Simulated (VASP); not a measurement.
# Fe: single point with PBEsol

Fe:

```xyz
2
Lattice="-1.2257 1.2257 3.6253 1.2257 -1.2257 3.6253 1.2257 1.2257 -3.6253" Properties=species:S:1:pos:R:3 pbc="T T T"
Fe    0.0000    0.0000    6.1758
Fe    0.0000    0.0000    1.0747
```

```
Program             : VASP 6.6.1
Task                : single point
Functional          : PBEsol
Potentials or basis : VASP PAW PBE potentials, release 64 (Fe)
Cutoff              : 520 eV
k mesh              : 10 × 10 × 10
Occupations         : gaussian, width 0.1 eV
Spin                : no spin polarisation
```

```yaml
Pressure: -0.7 GPa
Largest_force: 0.028 eV/Å
Band_gap_on_the_k_mesh: zero (band 8 reaches 7.26 eV, above the bottom of band 9 at 5.14 eV)
```

Forces on the atoms (eV/Å):
```
Fe   0.000  0.000  0.028
Fe   0.000  0.000 -0.028
```

Stress tensor (GPa, compression positive):
```
-0.31  0.00  0.00
 0.00 -0.31  0.00
 0.00  0.00 -1.48
```

Levels at points of the mesh, in eV from the Fermi level:
| k point | band 5 | band 6 | band 7 | band 8 | band 9 | band 10 | band 11 | band 12 |
| --- | --- | --- | --- | --- | --- | --- | --- | --- |
| (0.00, 0.00, 0.00) | -1.93 | -0.86 | -0.86 | -0.17 | -0.08 | -0.08 | 1.11 | 3.36 |
| (0.50, 0.00, 0.00) | -1.73 | -1.51 | -1.12 | -0.31 | 0.50 | 1.11 | 2.16 | 3.75 |
| (0.50, 0.50, 0.00) | -1.86 | -1.12 | 0.98 | 1.26 | 1.35 | 1.43 | 3.54 | 7.96 |
| (0.50, 0.50, 0.50) | -1.86 | -1.86 | -1.47 | -0.03 | 0.96 | 1.17 | 1.29 | 1.29 |

Run time: 43 s on 1 thread of Intel(R) Xeon(R) 6975P-C (Granite Rapids) (shared host), peak memory 0.18 GiB.

Caveat: the k points lie up to 0.36 Å⁻¹ apart; the PAW data sets were made with another functional, which shifts forces and pressure a little; the run has no spin polarisation, though such a crystal can be magnetic. Spin polarisation is off, so any magnetic state and its effect on volume and gap are missing.
